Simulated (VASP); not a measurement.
Here is a VASP 6.6.1 calculation.

The input INCAR:

```
ALGO     = Normal         # electronic algorithm
EDIFF    = 1E-6           # SCF threshold, eV
ENCUT    = 520            # plane-wave cutoff, eV
GGA      = PE             # functional
ISIF     = 2              # what is computed and relaxed
ISMEAR   = 0              # smearing method
LASPH    = T              # aspherical terms in the spheres
LCHARG   = F              # write CHGCAR
LREAL    = F              # projectors in reciprocal space
LWAVE    = F              # write WAVECAR
NBANDS   = 30             # bands
NELM     = 80             # most SCF steps
PREC     = Accurate       # precision mode
SIGMA    = 0.1            # smearing width, eV
```

File KPOINTS:

```
k-points
0
Gamma
  4 4 2
```

The input POSCAR:

```
Ca3Ge
1.0
    4.1861678100      0.0000000000      0.0000000000
    0.0000000000      4.1861678100      0.0000000000
    0.0000000000      0.0000000000      8.3723356300
Ca Ge
3 1
Direct
    0.0000000000      0.0000000000      0.2500000000
    0.5000000000      0.5000000000      0.0000000000
    0.0000000000      0.0000000000      0.7500000000
    0.5000000000      0.5000000000      0.5000000000
```

Potentials or basis: VASP PAW PBE potentials, release 64 (Ca_sv, Ge_d).

Run with:

```sh
$ cat potpaw_PBE.64/Ca_sv/POTCAR potpaw_PBE.64/Ge_d/POTCAR > POTCAR
$ mpirun -np 1 vasp_std > vasp.out
```

Problem. What does it give for the largest force?

Solution. 1.490 eV/Å.

Problem. What does it give for the band gap on the k mesh?

Solution. Zero (bands 22 and 23 overlap by 0.88 eV).

Problem. Predict the pressure.

Solution. -2.7 GPa.

Forces in eV/Å, atoms in the order of the input:
```
Ca   0.000  0.000  1.490
Ca   0.000  0.000  0.000
Ca   0.000  0.000 -1.490
Ge   0.000  0.000  0.000
```

Caveat: the k points lie up to 0.38 Å⁻¹ apart, too coarse for converged energies and pressures of a metal; forces of over 1 eV/Å act on the atoms, so gaps and moduli don't describe the material at rest.
